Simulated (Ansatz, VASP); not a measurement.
**CdTe: VASP beside Ansatz**

Contents of POSCAR:

```
CdTe
1.0
    0.0000000000      3.1834892848      3.1834892848
    3.1834892848      0.0000000000      3.1834892848
    3.1834892848      3.1834892848      0.0000000000
Te Cd
1 1
Direct
    0.7500000000      0.7500000000      0.7500000000
    0.0000000000      0.0000000000      0.0000000000
```

Contents of INCAR.step1:

```
  PREC = Accurate
  ENCUT = 520
  EDIFF = 1E-5
  ISMEAR = -1
  SIGMA = 0.05
  LREAL = F
  LASPH = T
  NELM = 100
  ALGO = Normal
  ISIF = 2
  LWAVE = T
  GGA = PE
  NBANDS = 16
```

File INCAR.step2:

```
  PREC = Accurate
  ENCUT = 520
  EDIFF = 1E-7
  ISMEAR = -1
  SIGMA = 0.05
  LREAL = F
  LASPH = T
  NELM = 100
  ALGO = Normal
  ISIF = 2
  LWAVE = F
  LCHARG = T
  GGA = PE
  LHFCALC = T
  AEXX = 0.25
  PRECFOCK = Normal
  LELF = T
  LVHAR = T
  ISTART = 1
  NBANDS = 16
```

KPOINTS

```
regular mesh
0
Gamma
  4 4 4
```

input.yaml

```yaml
crystal:
  lattice:
    - [0.0, 3.1834892848, 3.1834892848]
    - [3.1834892848, 0.0, 3.1834892848]
    - [3.1834892848, 3.1834892848, 0.0]
  atoms:
    - { symbol: Te, position: [0.75, 0.75, 0.75] }
    - { symbol: Cd, position: [0.0, 0.0, 0.0] }
hamiltonian:
  xc: pbe0
  pseudopotentials: { kind: paw }
kpoints:
  mp_grid: { grid: [4, 4, 4] }
scf:
  occupations: { method: fermi_dirac, width: 0.05 }
output:
  forces: true
  stress: true
  eigenvalues: true
```

Alike in both runs: task single point; functional PBE0; k mesh 4 × 4 × 4; occupations fermi-dirac, width 0.05 eV; no spin polarisation.

|  | VASP | Ansatz |
| --- | --- | --- |
| version | VASP 6.6.1 | Ansatz 0.2.0 |
| potentials or method | VASP PAW PBE potentials, release 64 (Te, Cd) | Ansatz PAW |
| plane-wave cutoff (eV) | 520 | 420 |
| valence electrons in the cell | 18 | 36 |

|  | VASP | Ansatz | Ansatz less VASP |
| --- | --- | --- | --- |
| gap on the k mesh at the Fermi level (eV) | 2.43 | 2.48 | +0.054 |
| least direct gap on the mesh (eV) | 2.43 | 2.48 | +0.054 |
| pressure (GPa) | 4.5 | 4.6 | +0.06 |

VASP's potentials hold 18 valence electrons a cell and Ansatz's 36, so a difference there can come from the potentials and not from the codes.

The k mesh is coarse, so the values compare programs but aren't converged. Neither program's run includes spin-orbit coupling.
